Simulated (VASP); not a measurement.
# Sb (Im-3m) in VASP: notebook

Sb is run at these levels: PBE; tasks: single point, relaxation of cell and atoms.

Program: VASP 6.6.1. These are calculated values, not measurements. Logs are shortened: lines on timing, memory, paths and dates and some standing lists are left out, and cuts for length are marked.

## Step 1: The cell of the first run

The structure is cubic, space group Im-3m (No. 229). The conventional cell has a = 3.786 Å, b = 3.786 Å, c = 3.786 Å, α = 90.00°, β = 90.00°, γ = 90.00°. Sb (site symmetry m-3m) has 14 Sb at 3.28 to 3.79 Å within 4.3 Å.

This isn't the form of Sb at room conditions, which is rhombohedral.

## Step 2: Single point, PBE

Contents of INCAR:

```
PREC = Accurate
ENCUT = 520
EDIFF = 1E-6
ISMEAR = -1
SIGMA = 0.08
LREAL = F
LASPH = T
NELM = 60
ALGO = Normal
ISIF = 2
LWAVE = F
LCHARG = F
GGA = PE
NBANDS = 8
```

Contents of KPOINTS:

```
Automatic mesh
0
Gamma
  14 14 14
```

Contents of POSCAR:

```
Sb
1.0
   -1.8930975138      1.8930975138      1.8930975138
    1.8930975138     -1.8930975138      1.8930975138
    1.8930975138      1.8930975138     -1.8930975138
Sb
1
Direct
    0.0000000000      0.0000000000      0.0000000000
```

Potentials or basis: VASP PAW PBE potentials, release 64 (Sb).

Started as:

```sh
$ cat potpaw_PBE.64/Sb/POTCAR > POTCAR
$ mpirun -np 1 vasp_std > vasp.out
```

OUTCAR:

```text
PREC = Accurate
   ENCUT = 520
   EDIFF = 1E-6
   ISMEAR = -1
   LREAL = F
   LASPH = T
   NELM = 60
   ISIF = 2
   GGA = PE

 ion  position               nearest neighbor table
   1  0.000  0.000  0.000-

  LATTYP: Found a body centered cubic cell.
 ALAT       =     3.7861950276

  Lattice vectors:

 A1 = (  -1.8930975138,   1.8930975138,   1.8930975138)
 A2 = (   1.8930975138,  -1.8930975138,   1.8930975138)
 A3 = (   1.8930975138,   1.8930975138,  -1.8930975138)

Analysis of symmetry for initial positions (statically):
=====================================================================
 Subroutine PRICEL returns:
 Original cell was already a primitive cell.

 Routine SETGRP: Setting up the symmetry group for a
 body centered cubic supercell.

 Subroutine GETGRP returns: Found 48 space group operations
 (whereof 48 operations were pure point group operations)
 out of a pool of 48 trial point group operations.

The static configuration has the point symmetry O_h .

Analysis of symmetry for dynamics (positions and initial velocities):
=====================================================================
 Subroutine PRICEL returns:
 Original cell was already a primitive cell.

 Routine SETGRP: Setting up the symmetry group for a
 body centered cubic supercell.

 Subroutine GETGRP returns: Found 48 space group operations
 (whereof 48 operations were pure point group operations)
 out of a pool of 48 trial point group operations.

The dynamic configuration has the point symmetry O_h .

 Subroutine INISYM returns: Found 48 space group operations
 (whereof 48 operations are pure point group operations),
 and found     1 'primitive' translations

----------------------------------------------------------------------------------------

                                     Primitive cell

  volume of cell :      27.1381

  direct lattice vectors                    reciprocal lattice vectors
    -1.893097514  1.893097514  1.893097514     0.000000000  0.264117404  0.264117404
     1.893097514 -1.893097514  1.893097514     0.264117404  0.000000000  0.264117404
     1.893097514  1.893097514 -1.893097514     0.264117404  0.264117404  0.000000000

  length of vectors
     3.278941078  3.278941078  3.278941078     0.373518414  0.373518414  0.373518414

  position of ions in fractional coordinates (direct lattice)
     0.000000000  0.000000000  0.000000000

  ion indices of the primitive-cell ions
   primitive index   ion index
                 1           1
[... 68 lines left out ...]
   LSORBIT =      F    spin-orbit coupling
   LASPH  =      T    aspherical Exc in radial PAW
   ENCUT  =  520.0 eV  38.22 Ry    6.18 a.u.   6.10  6.10  6.10*2*pi/ulx,y,z
   NELM   =     60;   NELMIN=  2; NELMDL= -5     # of ELM steps
   EDIFF  = 0.1E-05   stopping-criterion for ELM
   LREAL  =      F    real-space projection
   EDIFFG = 0.1E-04   stopping-criterion for IOM
   NSW    =      0    number of steps for IOM
   IBRION =     -1    ionic relax: 0-MD 1-quasi-New 2-CG
   NFREE  =      0    steps in history (QN), initial steepest desc. (CG)
   ISIF   =      2    stress and relaxation
   ISYM   =      2    0-nonsym 1-usesym 2-fastsym
   POTIM  = 0.5000    time-step for ionic-motion
   TEBEG  =    0.0;   TEEND  =   0.0 temperature during run
   PSTRESS=    0.0 pullay stress
   NELECT =       5.0000    total number of electrons
   NUPDOWN=      -1.0000    fix difference up-down
   EMIN   =  10.00;   EMAX   =-10.00  energy-range for DOS
   EFERMI =   0.00;   METHOD = LEGACY
   ISMEAR =    -1;   SIGMA  =   0.08  broadening in eV -4-tet -1-fermi 0-gaus
   EFERMI_NEDOS =   21; number of points for ismear=-14 and -15
   IALGO  =     38    algorithm
   IMIX   =      4    mixing-type and parameters
     AMIX     =   0.40;   BMIX     =  1.00
     AMIX_MAG =   1.60;   BMIX_MAG =  1.00
  volume/ion in A,a.u.               =      27.14       183.14
  Fermi-wavevector in a.u.,A,eV,Ry     =   0.931548  1.760370 11.806884  0.867781
  Thomas-Fermi vector in A             =   2.058053
   LORBIT       =      0    0 simple, 1 ext, 2 COOP (PROOUT), +10 PAW based schemes
   GGA     = PE    functional components
   LHFCALC =     F    Hartree Fock is set to
   AEXX    =    0.0000 exact exchange contribution
   IVDW    =     0    specifies the selected vdW correction
   LEPSILON=     F    determine dielectric tensor
   LRPA    =     F    only Hartree local field effects (RPA)
 non-spin polarized calculation
  energy-cutoff  :      520.00
  volume of cell :       27.14
 maximum number of plane-waves:       746
   NGX = 13   NGY = 13   NGZ = 13

 number of electron       5.0000000 magnetization

 Free energy of the ion-electron system (eV)
  ---------------------------------------------------
  ext. energy  EPLUGINS =         0.00000000
  ---------------------------------------------------
  free energy    TOTEN  =        -3.91722478 eV

  energy without entropy =       -3.90658826  energy(sigma->0) =       -3.91190652

 E-fermi :   8.3322     XC(G=0): -10.1959

 val. band max:        8.2967973626   @ k =   0.3571   0.1429   0.0000
 cond. band min:       8.3606201943   @ k =  -0.3571   0.3571   0.2857
 fundamental gap:      0.0638228318
 Fermi energy:         8.3322091380

 k-point     1 :       0.0000    0.0000    0.0000
  band No.  band energies     occupation
      1      -4.4345      2.00000
      2      13.7726      0.00000
      3      13.7726      0.00000
      4      13.7726      0.00000
      5      18.8613      0.00000
      6      18.8613      0.00000
      7      18.8613      0.00000
      8      20.1367      0.00000
[... 243 lines left out ...]
 k-point    24 :       0.3571    0.2857    0.0000
  band No.  band energies     occupation
      1       0.2909      2.00000
      2       4.1618      2.00000
      3       5.2951      2.00000
      4      10.7267      0.00000
      5      17.1084      0.00000
      6      18.9896      0.00000
      7      19.7226      0.00000
      8      22.9140      0.00000

 [... further k-points ...]
[... 5 lines left out ...]
  --------------------------------------------------------------------------------------
  -------------------------------------------------------------------------------------
  Total       -0.0046508     -0.0046508     -0.0046508      0.0000000     -0.0000000      0.0000000
  in kB       -0.2745750     -0.2745750     -0.2745750      0.0000000     -0.0000000      0.0000000
  external PRESSURE =      -0.2745750 kB  Pullay stress =       0.0000000 kB

 VOLUME and BASIS-vectors are now :
 -----------------------------------------------------------------------------
  energy-cutoff  :      520.00
  volume of cell :       27.14
      direct lattice vectors                 reciprocal lattice vectors
    -1.893097514  1.893097514  1.893097514     0.000000000  0.264117404  0.264117404
     1.893097514 -1.893097514  1.893097514     0.264117404  0.000000000  0.264117404
     1.893097514  1.893097514 -1.893097514     0.264117404  0.264117404  0.000000000

 POSITION                                       TOTAL-FORCE (eV/Angst)
 -----------------------------------------------------------------------------------
      0.00000      0.00000      0.00000         0.000000      0.000000      0.000000
 -----------------------------------------------------------------------------------
    total drift:                                0.000000     -0.000000     -0.000000

  FREE ENERGIE OF THE ION-ELECTRON SYSTEM (eV)
  ---------------------------------------------------
  free  energy   TOTEN  =        -3.9172247848 eV

  energy  without entropy=       -3.9065882579  energy(sigma->0) =       -3.91190652
```

OSZICAR:

```text
N       E                     dE             d eps       ncg     rms          rms(c)
DAV:   1     0.553742801177E+01    0.55374E+01   -0.16411E+03  1672   0.406E+02
DAV:   2    -0.380448655345E+01   -0.93419E+01   -0.88220E+01  2312   0.527E+01
DAV:   3    -0.391995996674E+01   -0.11547E+00   -0.11479E+00  1984   0.648E+00
DAV:   4    -0.392032317329E+01   -0.36321E-03   -0.36320E-03  2520   0.452E-01
DAV:   5    -0.392032406182E+01   -0.88853E-06   -0.88969E-06  2152   0.149E-02    0.172E+00
DAV:   6    -0.391820353444E+01    0.21205E-02   -0.20347E-03  2024   0.238E-01    0.980E-01
DAV:   7    -0.391719915752E+01    0.10044E-02   -0.43623E-03  2024   0.346E-01    0.640E-02
DAV:   8    -0.391722440400E+01   -0.25246E-04   -0.69278E-05  2184   0.621E-02    0.497E-03
DAV:   9    -0.391722478484E+01   -0.38084E-06   -0.89139E-07  2440   0.678E-03
   1 F= -.39172248E+01 E0= -.39119065E+01  d E =-.106365E-01
```

stdout:

```text
POSCAR found type information on POSCAR Sb
 POSCAR found :  1 types and       1 ions
 scaLAPACK will be used
 LDA part: xc-table for (Slater+PW92), standard interpolation
 POSCAR, INCAR and KPOINTS ok, starting setup
 FFT: planning ... GRIDC
 FFT: planning ... GRID_SOFT
 FFT: planning ... GRID
 WAVECAR not read
 entering main loop
```

Run time: 19 s. Hardware: 1 thread of AMD EPYC 7R13, shared host; peak memory 0.12 GiB.

What came out:

```
Free energy            : -3.9172 eV
Pressure               : 0.0 GPa
Band gap on the k mesh : zero (an odd number of electrons rules out a gap without spin polarisation)
```

Caveat: spin-orbit coupling is left out, which moves the levels of the heavy elements.

## Step 3: Single point, PBE

Contents of INCAR:

```
SYSTEM = Sb
ALGO     = Normal         ! electronic algorithm
EDIFF    = 1E-6           ! SCF threshold, eV
ENCUT    = 520            ! plane-wave cutoff, eV
GGA      = PE             ! functional
ISIF     = 2              ! what is computed and relaxed
ISMEAR   = -1             ! smearing method
LASPH    = .True.         ! aspherical terms in the spheres
LCHARG   = .False.        ! write CHGCAR
LREAL    = .False.        ! projectors in reciprocal space
LWAVE    = .False.        ! write WAVECAR
NBANDS   = 8              ! bands
NELM     = 80             ! most SCF steps
PREC     = Accurate       ! precision mode
SIGMA    = 0.08           ! smearing width, eV
```

Contents of KPOINTS:

```
k-points
0
Gamma
  14 14 14
  0 0 0
```

POSCAR is that of step 2.

Potentials or basis: VASP PAW PBE potentials, release 64 (Sb).

Started as:

```sh
$ cat potpaw_PBE.64/Sb/POTCAR > POTCAR
$ mpirun -np 1 vasp_std > vasp.out
```

Wall time 21 s (1 thread of AMD EPYC 7R13, shared host); peak memory 0.12 GiB.

The run converged. Its results:

- Free energy: -3.9172 eV
- Pressure: 0.0 GPa
- Band gap on the k mesh: zero (an odd number of electrons rules out a gap without spin polarisation)

Levels at points of the mesh, in eV from the Fermi level:
```
           k point  band 1  band 2  band 3  band 4  band 5  band 6  band 7  band 8
(0.00, 0.00, 0.00)  -12.77    5.44    5.44    5.44   10.53   10.53   10.53   11.80
(0.50, 0.00, 0.00)   -8.78   -5.52    1.68    3.73    6.40    6.93   13.71   15.06
(0.50, 0.50, 0.50)   -5.62   -1.96   -1.96   -1.96    3.00    3.00   17.49   17.49
```

Caveat: spin-orbit coupling is left out, which moves the levels of the heavy elements.

[end of part 1 of 2]
